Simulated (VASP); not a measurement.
A run of VASP 6.6.1:

Contents of INCAR:

```
SYSTEM = ZrTa2C2
  ALGO = Normal
  EDIFF = 1E-6
  ENCUT = 520
  GGA = PE
  ISIF = 2
  ISMEAR = 0
  LASPH = .True.
  LCHARG = .False.
  LREAL = .False.
  LWAVE = .False.
  NBANDS = 29
  NELM = 60
  PREC = Accurate
  SIGMA = 0.1
```

The input KPOINTS:

```
k-points
0
Gamma
  6 6 4
  0 0 0
```

File POSCAR:

```
ZrTa2C2
1.0
    3.2065482528      0.0000000000      0.0000000000
   -1.6032741264      2.7769522454      0.0000000000
    0.0000000000      0.0000000000      7.6927368604
Zr Ta C
1 2 2
Direct
    0.0000000000      0.0000000000      0.0000000000
    0.3333333333      0.6666666667      0.3339131895
    0.6666666667      0.3333333333      0.6660868105
    0.3333333333      0.6666666667      0.8116054332
    0.6666666667      0.3333333333      0.1883945668
```

Potentials or basis: VASP PAW PBE potentials, release 64 (Zr_sv, Ta_pv, C).

The run is started by

```sh
$ cat potpaw_PBE.64/Zr_sv/POTCAR potpaw_PBE.64/Ta_pv/POTCAR potpaw_PBE.64/C/POTCAR > POTCAR
$ mpirun -np 1 vasp_std > vasp.out
```

Hardware: 1 thread of Intel Xeon 8259CL, on a shared host.

Problem. How long does it take, and how much memory?

Solution. Wall time 81 s on 1 thread of Intel Xeon 8259CL, with other jobs on the host, peak memory 0.21 GiB. Counts: scf iterations 16, k points 24.
